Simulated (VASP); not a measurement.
# Si5N (P-62m) in VASP: further runs, part 2 of 2

VASP 6.6.1. The steps go on from the part before.

## Step 3: Single point, PBE

This run uses another cell than the first one, of 17.63 Å³/atom, 1.292 times its volume.

The input, INCAR:

```
PREC = Accurate ; ENCUT = 520
EDIFF = 1E-6 ; ISMEAR = 0
SIGMA = 0.1 ; LREAL = F
LASPH = T ; NELM = 100
ALGO = Normal ; ISIF = 2
LWAVE = F ; LCHARG = F
GGA = PE ; NBANDS = 22
```

The input, KPOINTS:

```
Automatic mesh
0
Gamma
  6 6 4
```

The input, POSCAR:

```
Si5N
1.0
    5.0928537700      0.0000000000      0.0000000000
   -2.5464268800      4.4105407400      0.0000000000
    0.0000000000      0.0000000000      4.7090932700
Si N
5 1
Direct
    0.6666666700      0.3333333300      0.0000000000
    0.3333333300      0.6666666700      0.0000000000
    0.0000000000      0.3230609900      0.5000000000
    0.6769390100      0.6769390100      0.5000000000
    0.3230609900      0.0000000000      0.5000000000
    0.0000000000      0.0000000000      0.0000000000
```

Potentials or basis: VASP PAW PBE potentials, release 64 (Si, N).

The run is started by

```console
$ cat potpaw_PBE.64/Si/POTCAR potpaw_PBE.64/N/POTCAR > POTCAR
$ mpirun -np 1 vasp_std > vasp.out
```

OUTCAR:

```text
PREC = Accurate
   ENCUT = 520
   EDIFF = 1E-6
   ISMEAR = 0
   LREAL = F
   LASPH = T
   NELM = 100
   ISIF = 2
   GGA = PE

 ion  position               nearest neighbor table
   1  0.667  0.333  0.000-   3 2.92   3 2.92   5 2.92   5 2.92   4 2.92   4 2.92   2 2.94   2 2.94
                             2 2.94
   2  0.333  0.667  0.000-   5 2.92   5 2.92   3 2.92   3 2.92   4 2.92   4 2.92   1 2.94   1 2.94
                             1 2.94
   3  0.000  0.323  0.500-   5 2.85   4 2.85   1 2.92   1 2.92   2 2.92   2 2.92   4 2.99   5 2.99
                             5 2.99   4 2.99
   4  0.677  0.677  0.500-   3 2.85   5 2.85   1 2.92   1 2.92   2 2.92   2 2.92   3 2.99   5 2.99
                             5 2.99   3 2.99
   5  0.323  0.000  0.500-   3 2.85   4 2.85   2 2.92   2 2.92   1 2.92   1 2.92   3 2.99   4 2.99
                             4 2.99   3 2.99
   6  0.000  0.000  0.000-

  LATTYP: Found a hexagonal cell.
 ALAT       =     5.0928537700
 C/A-ratio  =     0.9246472572

  Lattice vectors:

 A1 = (   5.0928537700,   0.0000000000,   0.0000000000)
 A2 = (  -2.5464268800,   4.4105407400,   0.0000000000)
 A3 = (   0.0000000000,   0.0000000000,   4.7090932700)

Analysis of symmetry for initial positions (statically):
=====================================================================
 Subroutine PRICEL returns:
 Original cell was already a primitive cell.

 Routine SETGRP: Setting up the symmetry group for a
 hexagonal supercell.

 Subroutine GETGRP returns: Found 12 space group operations
 (whereof 12 operations were pure point group operations)
 out of a pool of 24 trial point group operations.

The static configuration has the point symmetry D_3h.

Analysis of symmetry for dynamics (positions and initial velocities):
=====================================================================
 Subroutine PRICEL returns:
 Original cell was already a primitive cell.

 Routine SETGRP: Setting up the symmetry group for a
 hexagonal supercell.

 Subroutine GETGRP returns: Found 12 space group operations
 (whereof 12 operations were pure point group operations)
 out of a pool of 24 trial point group operations.

The dynamic configuration has the point symmetry D_3h.

 Subroutine INISYM returns: Found 12 space group operations
 (whereof 12 operations are pure point group operations),
 and found     1 'primitive' translations

----------------------------------------------------------------------------------------

                                     Primitive cell

  volume of cell :     105.7768

  direct lattice vectors                    reciprocal lattice vectors
     5.092853770  0.000000000  0.000000000     0.196353566  0.113364784  0.000000000
    -2.546426880  4.410540740  0.000000000     0.000000000  0.226729569  0.000000000
     0.000000000  0.000000000  4.709093270     0.000000000  0.000000000  0.212355106

  length of vectors
     5.092853770  5.092853765  4.709093270     0.226729569  0.226729569  0.212355106

  position of ions in fractional coordinates (direct lattice)
     0.666666670  0.333333330  0.000000000
     0.333333330  0.666666670  0.000000000
     0.000000000  0.323060990  0.500000000
     0.676939010  0.676939010  0.500000000
     0.323060990  0.000000000  0.500000000
     0.000000000  0.000000000  0.000000000

[... 39 lines left out ...]
  0.333333 -0.000000  0.000000      6.000000
  0.500000 -0.000000  0.000000      3.000000
  0.166667  0.166667  0.000000      6.000000
  0.333333  0.166667  0.000000     12.000000
[... 13 lines left out ...]
  0.333333  0.166667  0.500000     12.000000
  0.333333  0.333333  0.500000      2.000000
   k-points           NKPTS =     21   k-points in BZ     NKDIM =     21   number of bands    NBANDS=     22
   number of dos      NEDOS =    301   number of ions     NIONS =      6
   total plane-waves  NPLWV =  57600
   dimension x,y,z NGX =    40 NGY =   40 NGZ =   36
   dimension x,y,z NGXF=    80 NGYF=   80 NGZF=   72
   ions per type =               5   1
   NGX,Y,Z   is equivalent  to a cutoff of  13.06, 13.06, 12.71 a.u.
   NGXF,Y,Z  is equivalent  to a cutoff of  26.11, 26.11, 25.42 a.u.
 SYSTEM =  unknown system
   PREC   = accura    normal or accurate (medium, high low for compatibility)
   ISTART =      0    job   : 0-new  1-cont  2-samecut
   ICHARG =      2    charge: 1-file 2-atom 10-const
   ISPIN  =      1    spin polarized calculation?
   LNONCOLLINEAR =      F non collinear calculations
   LSORBIT =      F    spin-orbit coupling
   LASPH  =      T    aspherical Exc in radial PAW
   ENCUT  =  520.0 eV  38.22 Ry    6.18 a.u.   9.47  9.47  8.76*2*pi/ulx,y,z
   NELM   =    100;   NELMIN=  2; NELMDL= -5     # of ELM steps
   EDIFF  = 0.1E-05   stopping-criterion for ELM
   LREAL  =      F    real-space projection
   EDIFFG = 0.1E-04   stopping-criterion for IOM
   NSW    =      0    number of steps for IOM
   IBRION =     -1    ionic relax: 0-MD 1-quasi-New 2-CG
   NFREE  =      0    steps in history (QN), initial steepest desc. (CG)
   ISIF   =      2    stress and relaxation
   ISYM   =      2    0-nonsym 1-usesym 2-fastsym
   POTIM  = 0.5000    time-step for ionic-motion
   TEBEG  =    0.0;   TEEND  =   0.0 temperature during run
   PSTRESS=    0.0 pullay stress
   NELECT =      25.0000    total number of electrons
   NUPDOWN=      -1.0000    fix difference up-down
   EMIN   =  10.00;   EMAX   =-10.00  energy-range for DOS
   EFERMI =   0.00;   METHOD = LEGACY
   ISMEAR =     0;   SIGMA  =   0.10  broadening in eV -4-tet -1-fermi 0-gaus
   EFERMI_NEDOS =   21; number of points for ismear=-14 and -15
   IALGO  =     38    algorithm
   IMIX   =      4    mixing-type and parameters
     AMIX     =   0.40;   BMIX     =  1.00
     AMIX_MAG =   1.60;   BMIX_MAG =  1.00
  volume/ion in A,a.u.               =      17.63       118.97
  Fermi-wavevector in a.u.,A,eV,Ry     =   1.012181  1.912744 13.939302  1.024510
  Thomas-Fermi vector in A             =   2.145275
   LORBIT       =      0    0 simple, 1 ext, 2 COOP (PROOUT), +10 PAW based schemes
   GGA     = PE    functional components
   LHFCALC =     F    Hartree Fock is set to
   AEXX    =    0.0000 exact exchange contribution
   IVDW    =     0    specifies the selected vdW correction
   LEPSILON=     F    determine dielectric tensor
   LRPA    =     F    only Hartree local field effects (RPA)
 non-spin polarized calculation
 Gauss-broadening in eV      SIGMA  =   0.10
  energy-cutoff  :      520.00
  volume of cell :      105.78
 maximum number of plane-waves:      2874
 NGX is ok and might be reduce to    40
   NGX = 19   NGY = 19   NGZ = 17

 number of electron      24.9999998 magnetization

 Free energy of the ion-electron system (eV)
  ---------------------------------------------------
  ext. energy  EPLUGINS =         0.00000000
  ---------------------------------------------------
  free energy    TOTEN  =       -28.04233675 eV

  energy without entropy =      -28.02813215  energy(sigma->0) =      -28.03523445

 E-fermi :   6.1519     XC(G=0): -10.1550

 val. band max:        6.1274654742   @ k =   0.1667   0.0000   0.2500
 cond. band min:       6.1605649764   @ k =   0.1667   0.1667   0.5000
 fundamental gap:      0.0330995022
 Fermi energy:         6.1519017111

 k-point     1 :       0.0000    0.0000    0.0000
  band No.  band energies     occupation
      1      -7.0942      2.00000
      2      -4.2128      2.00000
      3      -0.0386      2.00000
      4       0.6233      2.00000
      5       0.8122      2.00000
      6       0.8122      2.00000
[... 514 lines left out ...]
     21      10.8348      0.00000
     22      11.0579      0.00000

------------------------ aborting loop because EDIFF is reached ----------------------------------------

  FORCE on cell =-STRESS in cart. coord.  units (eV):
  Direction    XX          YY          ZZ          XY          YZ          ZX
  --------------------------------------------------------------------------------------
  -------------------------------------------------------------------------------------
  Total      -10.6151599    -10.6151599    -12.0075593     -0.0000000      0.0000000      0.0000000
  in kB     -160.7854648   -160.7854646   -181.8758295     -0.0000002      0.0000000      0.0000000
  external PRESSURE =    -167.8155863 kB  Pullay stress =       0.0000000 kB

 VOLUME and BASIS-vectors are now :
 -----------------------------------------------------------------------------
  energy-cutoff  :      520.00
  volume of cell :      105.78
      direct lattice vectors                 reciprocal lattice vectors
     5.092853770  0.000000000  0.000000000     0.196353566  0.113364784  0.000000000
    -2.546426880  4.410540740  0.000000000     0.000000000  0.226729569  0.000000000
     0.000000000  0.000000000  4.709093270     0.000000000  0.000000000  0.212355106

 POSITION                                       TOTAL-FORCE (eV/Angst)
 -----------------------------------------------------------------------------------
      2.54643      1.47018      0.00000         0.000000      0.000000     -0.000000
     -0.00000      2.94036      0.00000         0.000000      0.000000     -0.000000
     -0.82265      1.42487      2.35455         0.106910     -0.185174     -0.000000
      1.72378      2.98567      2.35455         0.106910      0.185174      0.000000
      1.64530      0.00000      2.35455        -0.213820      0.000000      0.000000
      0.00000      0.00000      0.00000         0.000000      0.000000     -0.000000
 -----------------------------------------------------------------------------------
    total drift:                               -0.000000     -0.000000      0.000000

  FREE ENERGIE OF THE ION-ELECTRON SYSTEM (eV)
  ---------------------------------------------------
  free  energy   TOTEN  =       -28.0423367526 eV

  energy  without entropy=      -28.0281321509  energy(sigma->0) =      -28.03523445
```

OSZICAR:

```text
N       E                     dE             d eps       ncg     rms          rms(c)
DAV:   1     0.425729118509E+02    0.42573E+02   -0.94951E+03   924   0.936E+02
DAV:   2    -0.247729259023E+02   -0.67346E+02   -0.63539E+02  1204   0.136E+02
DAV:   3    -0.293933302647E+02   -0.46204E+01   -0.44942E+01  1180   0.308E+01
DAV:   4    -0.294628610764E+02   -0.69531E-01   -0.69323E-01  1130   0.421E+00
DAV:   5    -0.294637060136E+02   -0.84494E-03   -0.84478E-03  1194   0.456E-01    0.868E+00
DAV:   6    -0.320382214487E+02   -0.25745E+01   -0.49335E+01  1252   0.236E+01    0.141E+01
DAV:   7    -0.280049973503E+02    0.40332E+01   -0.12148E+01  1286   0.108E+01    0.264E+00
DAV:   8    -0.280589493515E+02   -0.53952E-01   -0.11354E+00   984   0.490E+00    0.108E+00
DAV:   9    -0.280432870787E+02    0.15662E-01   -0.70847E-02  1126   0.106E+00    0.348E-01
DAV:  10    -0.280427726870E+02    0.51439E-03   -0.18424E-02  1188   0.584E-01    0.238E-01
DAV:  11    -0.280423163583E+02    0.45633E-03   -0.27597E-03  1202   0.197E-01    0.812E-02
DAV:  12    -0.280423370606E+02   -0.20702E-04   -0.14016E-04  1100   0.573E-02    0.280E-02
DAV:  13    -0.280423382718E+02   -0.12112E-05   -0.20838E-05  1276   0.190E-02    0.542E-03
DAV:  14    -0.280423372257E+02    0.10461E-05   -0.15725E-06   702   0.621E-03    0.390E-03
DAV:  15    -0.280423367526E+02    0.47303E-06   -0.35370E-07   738   0.302E-03
   1 F= -.28042337E+02 E0= -.28035234E+02  d E =-.142046E-01
```

stdout:

```text
POSCAR found type information on POSCAR SiN
 POSCAR found :  2 types and       6 ions
 scaLAPACK will be used
 LDA part: xc-table for (Slater+PW92), standard interpolation
 POSCAR, INCAR and KPOINTS ok, starting setup
 FFT: planning ... GRIDC
 FFT: planning ... GRID_SOFT
 FFT: planning ... GRID
 WAVECAR not read
 entering main loop
```

Run time: 52 s. Hardware: 1 thread of Intel Xeon Platinum 8375C at 2.90GHz (Ice Lake), shared host; peak memory 0.23 GiB.

What came out:

| Quantity | Value |
| --- | --- |
| Free energy | -28.0423 eV |
| Pressure | -16.8 GPa |
| Largest force | 0.214 eV/Å |

Forces in eV/Å, atoms in the order of the input:
```
Si   0.000  0.000  0.000
Si   0.000  0.000  0.000
Si   0.107 -0.185  0.000
Si   0.107  0.185  0.000
Si  -0.214  0.000  0.000
N    0.000  0.000  0.000
```

Stress tensor (GPa, compression positive):
```
-16.08   0.00   0.00
  0.00 -16.08   0.00
  0.00   0.00 -18.19
```

Levels at points of the mesh, in eV from the Fermi level:
| k point | band 10 | band 11 | band 12 | band 13 | band 14 | band 15 | band 16 | band 17 |
| --- | --- | --- | --- | --- | --- | --- | --- | --- |
| (0.00, 0.00, 0.00) | -1.52 | -0.72 | -0.40 | -0.40 | 0.61 | 0.87 | 1.01 | 1.01 |
| (0.50, 0.00, 0.00) | -1.32 | -1.07 | -0.84 | -0.33 | 0.40 | 0.90 | 1.08 | 2.02 |
| (0.00, 0.00, 0.50) | -3.05 | -2.36 | -2.36 | -2.09 | -2.09 | 0.30 | 1.79 | 3.59 |
| (0.50, 0.00, 0.50) | -0.43 | -0.09 | 0.57 | 1.35 | 1.46 | 1.97 | 2.56 | 2.76 |

## Step 4: Relaxation of cell and atoms, PBE

This run uses another cell than the first one, of 17.63 Å³/atom, 1.292 times its volume.

The input, INCAR:

```
SYSTEM = Si5N
  PREC = Accurate
  ENCUT = 600
  EDIFF = 1E-6
  ISMEAR = 0
  SIGMA = 0.1
  LREAL = .FALSE.
  LASPH = .TRUE.
  NELM = 60
  ALGO = Normal
  ISIF = 3
  LWAVE = .FALSE.
  LCHARG = .FALSE.
  GGA = PE
  IBRION = 2
  NSW = 90
  EDIFFG = -0.04
```

The input, KPOINTS:

```
regular mesh
0
G
  6 6 4
  0 0 0
```

POSCAR is that of step 3.

The run is started by

```console
$ cat potpaw_PBE.64/Si/POTCAR potpaw_PBE.64/N/POTCAR > POTCAR
$ mpirun -np 1 vasp_std > vasp.out
```

It took 12 min on 1 thread of Intel Xeon Platinum 8375C at 2.90GHz (Ice Lake), shared host; peak memory 0.27 GiB.

Results (log left out):

```
Free energy                            : -32.5397 eV
Relaxed volume                         : 13.65 Å³/atom
Relaxed cell                           : a = 5.714 Å, b = 5.714 Å, c = 2.896 Å, α = 90.00°, β = 90.00°, γ = 120.00°
Space group after relaxing (to 0.05 Å) : P-62m (No. 189)
Energy gained by relaxing              : 749.3 meV/atom
Ionic steps                            : 23
Pressure after relaxing                : -0.1 GPa
Largest force after relaxing           : 0.015 eV/Å
```

Forces in eV/Å, atoms in the order of the input:
```
Si   0.000  0.000  0.000
Si   0.000  0.000  0.000
Si  -0.007  0.013  0.000
Si  -0.007 -0.013  0.000
Si   0.015  0.000  0.000
N    0.000  0.000  0.000
```

Stress tensor (GPa, compression positive):
```
 0.01  0.00  0.00
 0.00  0.01  0.00
 0.00  0.00 -0.19
```

The path:
```tsv
step	energy change (eV)	largest force (eV/Å)	pressure (GPa)	volume (Å³)
1	0.0000	0.2137	-16.79	105.78
2	-1.9583	0.1095	-3.33	79.93
3	-1.9885	0.0887	-0.10	77.35
4	-1.9880	0.0843	0.61	76.84
5	-2.0015	0.1598	0.60	76.84
6	-2.0454	0.3746	1.03	76.78
7	-2.0615	0.5894	3.21	76.46
8	-2.0658	0.5757	3.14	76.58
9	-2.0768	0.5327	2.94	76.95
10	-2.0937	0.3913	2.62	77.66
11	-2.1575	0.1679	2.00	79.02
12	-2.3848	0.2396	-0.04	81.52
13	-3.6886	1.1300	-3.59	85.49
14	-0.5536	5.8926	13.34	88.40
15	-3.2966	3.3802	0.15	87.70
16	-3.8283	2.2006	-2.85	86.51
17	-3.8221	2.1108	-2.93	86.38
18	-4.3407	0.9353	-1.90	84.09
19	-4.4708	0.4542	-0.33	82.28
20	-4.4737	0.3229	0.20	81.82
21	-4.4743	0.3543	0.06	81.93
22	-4.4947	0.0838	-0.05	81.89
23	-4.4956	0.0146	-0.06	81.87
```

Final structure:
```
Si N
1.0
     5.71365    0.00000    0.00000
    -2.85682    4.94817    0.00000
     0.00000    0.00000    2.89592
Si N
5 1
Direct
  0.66667 0.33333 0.00000
  0.33333 0.66667 0.00000
  0.00000 0.27732 0.50000
  0.72268 0.72268 0.50000
  0.27732 0.00000 0.50000
  0.00000 0.00000 0.00000
```

Levels at points of the mesh, in eV from the Fermi level:
```tsv
k point	band 10	band 11	band 12	band 13	band 14	band 15
(0.00, 0.00, 0.00)	-1.71	-1.15	2.59	3.01	3.50	3.50
(0.50, 0.00, 0.00)	-2.60	-0.83	1.27	1.79	2.66	3.71
(0.00, 0.00, 0.50)	-4.75	-3.04	-3.04	-2.40	-2.40	1.24
(0.50, 0.00, 0.50)	-2.97	-2.24	-1.28	-0.70	-0.02	0.07
```

Caveat: the volume moved by over 15 % at a fixed basis, so the end points are rough.

## Step 5: Overview

```csv
task,cell,cutoff (eV),gap on the mesh (eV),pressure (GPa),largest force (eV/Å)
single point,"a = 5.716, b = 5.716, c = 2.893 Å, angles 90.0, 90.0, 120.0°, 6 atoms",520,none,0.0,0.01
single point,"a = 5.093, b = 5.093, c = 4.709 Å, angles 90.0, 90.0, 120.0°, 6 atoms",520,none,-16.8,0.21
relaxation of cell and atoms,"relaxed from a = 5.093, b = 5.093, c = 4.709 Å, angles 90.0, 90.0, 120.0°, 6 atoms",600,none,-0.1,0.01
```

Alike in all rows: level PBE; potentials or basis VASP PAW PBE potentials, release 64 (Si, N); no spin polarisation; k mesh 6 × 6 × 4; smearing gaussian 0.1 eV.

Caveats: some runs use coarse meshes; the volume moved by over 15 % at a fixed basis, so the end points are rough (some runs).

Absolute energies hang on the potentials; compare differences alone.
